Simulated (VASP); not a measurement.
# BaTe (Fm-3m) in VASP: notebook, part 2 of 2

VASP 6.6.1.

### Step 3. Single point, PBEsol (40.44 Å³/atom)

This run uses another cell than the first one, of 40.44 Å³/atom.

Contents of INCAR:

```
SYSTEM = BaTe
ALGO     = Normal         ! electronic algorithm
EDIFF    = 1E-6           ! SCF threshold, eV
ENCUT    = 520            ! plane-wave cutoff, eV
GGA      = PS             ! functional
ISIF     = 2              ! what is computed and relaxed
ISMEAR   = -1             ! smearing method
LASPH    = .True.         ! aspherical terms in the spheres
LCHARG   = .True.         ! write CHGCAR
LELF     = .True.         ! ELF
LREAL    = .False.        ! projectors in reciprocal space
LVHAR    = .True.       
LWAVE    = .False.        ! write WAVECAR
NBANDS   = 15             ! bands
NELM     = 80             ! most SCF steps
PREC     = Accurate       ! precision mode
SIGMA    = 0.05           ! smearing width, eV
```

Contents of KPOINTS:

```
k-points
0
Gamma
  10 10 10
  0 0 0
```

Contents of POSCAR:

```
BaTe
1.0
    0.0000000000      3.4325834396      3.4325834396
    3.4325834396      0.0000000000      3.4325834396
    3.4325834396      3.4325834396      0.0000000000
Ba Te
1 1
Direct
    0.0000000000      0.0000000000      0.0000000000
    0.5000000000      0.5000000000      0.5000000000
```

Potentials or basis: VASP PAW PBE potentials, release 64 (Ba_sv, Te).

Run with:

```
$ cat potpaw_PBE.64/Ba_sv/POTCAR potpaw_PBE.64/Te/POTCAR > POTCAR
$ mpirun -np 1 vasp_std > vasp.out
```

OUTCAR:

```text
SYSTEM = BaTe
   EDIFF = 1E-6
   ENCUT = 520
   GGA = PS
   ISIF = 2
   ISMEAR = -1
   LASPH = .True.
   LREAL = .False.
   NELM = 80
   PREC = Accurate

 ion  position               nearest neighbor table
   1  0.000  0.000  0.000-   2 3.43   2 3.43   2 3.43   2 3.43   2 3.43   2 3.43
   2  0.500  0.500  0.500-   1 3.43   1 3.43   1 3.43   1 3.43   1 3.43   1 3.43

  LATTYP: Found a face centered cubic cell.
 ALAT       =     6.8651668792

  Lattice vectors:

 A1 = (   0.0000000000,   3.4325834396,   3.4325834396)
 A2 = (   3.4325834396,   0.0000000000,   3.4325834396)
[... 609 lines left out ...]
     12       8.0365      0.00000
     13       8.0608      0.00000
     14       9.3277      0.00000
     15      10.6955      0.00000

 [... further k-points ...]
[... 5 lines left out ...]
  --------------------------------------------------------------------------------------
  -------------------------------------------------------------------------------------
  Total        0.7946656      0.7946656      0.7946656      0.0000000     -0.0000000      0.0000000
  in kB       15.7398890     15.7398890     15.7398890      0.0000000     -0.0000000      0.0000000
  external PRESSURE =      15.7398890 kB  Pullay stress =       0.0000000 kB

 VOLUME and BASIS-vectors are now :
 -----------------------------------------------------------------------------
  energy-cutoff  :      520.00
  volume of cell :       80.89
      direct lattice vectors                 reciprocal lattice vectors
     0.000000000  3.432583440  3.432583440    -0.145662883  0.145662883  0.145662883
     3.432583440  0.000000000  3.432583440     0.145662883 -0.145662883  0.145662883
     3.432583440  3.432583440  0.000000000     0.145662883  0.145662883 -0.145662883

 POSITION                                       TOTAL-FORCE (eV/Angst)
 -----------------------------------------------------------------------------------
      0.00000      0.00000      0.00000         0.000000      0.000000      0.000000
      3.43258      3.43258      3.43258        -0.000000     -0.000000     -0.000000
 -----------------------------------------------------------------------------------
    total drift:                                0.000000      0.000000      0.000000

  FREE ENERGIE OF THE ION-ELECTRON SYSTEM (eV)
  ---------------------------------------------------
  free  energy   TOTEN  =        -9.1744573906 eV

  energy  without entropy=       -9.1744573570  energy(sigma->0) =       -9.17445737
```

It took 33 s on 1 thread of Intel Xeon Platinum 8488C (Sapphire Rapids), shared host; peak memory 0.23 GiB.

Results:

- Free energy: -9.1745 eV
- Pressure: 1.6 GPa
- Band gap on the k mesh: 1.29 eV (least direct gap 1.68 eV)

Levels at points of the mesh, in eV from the valence-band top:
```
           k point  band 4  band 5  band 6  band 7  band 8  band 9  band 10  band 11  band 12  band 13
(0.00, 0.00, 0.00)  -11.99   -9.72    0.00    0.00    0.00    2.82     2.82     2.82     2.98     3.53
(0.50, 0.00, 0.00)  -12.01   -8.78   -2.45   -1.27   -1.27    4.15     4.83     4.97     4.97     7.03
(0.50, 0.50, 0.00)  -12.10   -9.49   -1.17   -0.39   -0.39    1.29     4.51     4.79     5.84     5.92
```

Caveat: the PAW data sets were made with another functional, which shifts forces and pressure a little; spin-orbit coupling is left out, which moves the levels of the heavy elements.

### Step 4. Single point, PBEsol (41.24 Å³/atom)

This run uses another cell than the first one, of 41.24 Å³/atom.

Contents of INCAR:

```
ALGO     = Normal         # electronic algorithm
EDIFF    = 1E-6           # SCF threshold, eV
ENCUT    = 520            # plane-wave cutoff, eV
GGA      = PS             # functional
ISIF     = 2              # what is computed and relaxed
ISMEAR   = -1             # smearing method
LASPH    = T              # aspherical terms in the spheres
LCHARG   = T              # write CHGCAR
LELF     = T              # ELF
LREAL    = F              # projectors in reciprocal space
LVHAR    = T            
LWAVE    = F              # write WAVECAR
NBANDS   = 15             # bands
NELM     = 60             # most SCF steps
PREC     = Accurate       # precision mode
SIGMA    = 0.05           # smearing width, eV
```

Contents of KPOINTS:

```
k-points
0
Gamma
  10 10 10
```

Contents of POSCAR:

```
BaTe
1.0
    0.0000000000      3.4548735670      3.4548735670
    3.4548735670      0.0000000000      3.4548735670
    3.4548735670      3.4548735670      0.0000000000
Ba Te
1 1
Direct
    0.0000000000      0.0000000000      0.0000000000
    0.5000000000      0.5000000000      0.5000000000
```

Run with:

```
$ cat potpaw_PBE.64/Ba_sv/POTCAR potpaw_PBE.64/Te/POTCAR > POTCAR
$ mpirun -np 1 vasp_std > vasp.out
```

Wall time 31 s (1 thread of Intel Xeon Platinum 8488C (Sapphire Rapids), shared host); peak memory 0.23 GiB.

It converged, with:

| Property | Result |
| --- | --- |
| Free energy | -9.1865 eV |
| Pressure | 0.9 GPa |
| Band gap on the k mesh | 1.34 eV (least direct gap 1.73 eV) |

Levels at points of the mesh, in eV from the valence-band top:
```csv
k point,band 4,band 5,band 6,band 7,band 8,band 9,band 10,band 11,band 12,band 13
"(0.00, 0.00, 0.00)",-12.03,-9.67,0.00,0.00,0.00,2.84,2.84,2.84,2.91,3.52
"(0.50, 0.00, 0.00)",-12.05,-8.80,-2.39,-1.23,-1.23,4.13,4.79,4.93,4.93,6.98
"(0.50, 0.50, 0.00)",-12.13,-9.45,-1.17,-0.39,-0.39,1.34,4.48,4.71,5.74,5.85
```

Caveat: the PAW data sets were made with another functional, which shifts forces and pressure a little; spin-orbit coupling is left out, which moves the levels of the heavy elements.

### Step 5. Summary

| cell | gap on the mesh (eV) | pressure (GPa) |
| --- | --- | --- |
| a = 4.838 Å, angles 60.0°, 2 atoms | 1.26 | 2.0 |
| a = 4.854 Å, angles 60.0°, 2 atoms | 1.29 | 1.6 |
| a = 4.886 Å, angles 60.0°, 2 atoms | 1.34 | 0.9 |

Alike in all rows: task single point; level PBEsol; potentials or basis VASP PAW PBE potentials, release 64 (Ba_sv, Te); no spin polarisation; k mesh 10 × 10 × 10; cutoff (eV) 520; smearing fermi-dirac 0.05 eV.

Caveats: the PAW data sets were made with another functional, which shifts forces and pressure a little; spin-orbit coupling is left out, which moves the levels of the heavy elements.

Total energies depend on the potentials used, so only differences within one code and one set of settings carry meaning.
